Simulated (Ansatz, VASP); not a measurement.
Two plane-wave programs on TlH3O2

Contents of INCAR:

```
SYSTEM = TlH3O2
PREC = Accurate
ENCUT = 910
EDIFF = 1E-6
ISMEAR = 0
SIGMA = 0.01
LREAL = .False.
LASPH = .True.
NELM = 120
ALGO = Normal
ISIF = 2
LWAVE = .False.
LCHARG = .True.
GGA = PE
LELF = .True.
LVHAR = .True.
NBANDS = 40
GGA_COMPAT = .False.
NELMDL = -8
```

KPOINTS

```
regular mesh
0
Gamma
  1 1 1
  0 0 0
```

File POSCAR:

```
TlH3O2
1.0
   13.6500000000      0.0000000000      0.0000000000
    0.0000000000     11.9000000000      0.0000000000
    0.0000000000      0.0000000000     17.0300000000
Tl O H
2 4 6
Direct
    0.5000893800      0.6217621800      0.5702660000
    0.5000893800      0.3781512600      0.4298197300
    0.5999692300      0.4999563000      0.5000428700
    0.4002095200      0.4999563000      0.5000428700
    0.5000893800      0.4731916000      0.7093552600
    0.5000893800      0.5267218500      0.2907304800
    0.6705084200      0.4999563000      0.5000428700
    0.3296703300      0.4999563000      0.5000428700
    0.5556044000      0.5059159700      0.7358461500
    0.4445743600      0.5059159700      0.7358461500
    0.5556044000      0.4939966400      0.2642395800
    0.4445743600      0.4939966400      0.2642395800
```

Input for Ansatz:

```yaml
crystal:
  lattice:
    - [13.65, 0.0, 0.0]
    - [0.0, 11.9, 0.0]
    - [0.0, 0.0, 17.03]
  atoms:
    - { symbol: Tl, position: [0.50008938, 0.62176218, 0.570266] }
    - { symbol: Tl, position: [0.50008938, 0.37815126, 0.42981973] }
    - { symbol: O, position: [0.59996923, 0.4999563, 0.50004287] }
    - { symbol: H, position: [0.67050842, 0.4999563, 0.50004287] }
    - { symbol: O, position: [0.40020952, 0.4999563, 0.50004287] }
    - { symbol: H, position: [0.32967033, 0.4999563, 0.50004287] }
    - { symbol: O, position: [0.50008938, 0.4731916, 0.70935526] }
    - { symbol: H, position: [0.5556044, 0.50591597, 0.73584615] }
    - { symbol: H, position: [0.44457436, 0.50591597, 0.73584615] }
    - { symbol: O, position: [0.50008938, 0.52672185, 0.29073048] }
    - { symbol: H, position: [0.5556044, 0.49399664, 0.26423958] }
    - { symbol: H, position: [0.44457436, 0.49399664, 0.26423958] }
basis:
  ecutwfc: 420
  ecutrho_ratio: 4
kpoints:
  mp_grid: { grid: [1, 1, 1] }
hamiltonian:
  xc: pbe
scf:
  occupations: { method: gaussian, width: 0.01 }
output:
  forces: true
  eigenvalues: true
  populations: true
```

Alike in both runs: task single point; functional PBE; k mesh 1 × 1 × 1; occupations gaussian, width 0.01 eV; no spin polarisation.

```csv
,VASP,Ansatz
version,VASP 6.6.1,Ansatz 0.2.0
potentials or method,"VASP PAW PBE potentials, release 64 (Tl_d, O_h, H_h), cutoff 910 eV","scalar-relativistic, plane waves, PAW"
valence electrons in the cell,56,56
```

```csv
,VASP,Ansatz,Ansatz less VASP
gap on the k mesh at the Fermi level (eV),3.37,3.38,+0.001
rms of the force components (eV/Å),0.190,0.183,-0.0070
```

With one functional, cell and mesh, what is left measures potentials, basis and numerics. Ansatz's warnings: structure snapped to symmetry.

Neither program's run includes spin-orbit coupling. Noted on VASP's run: the cutoff is under 1.25 times that of the potentials, so the pressure is a little rough.
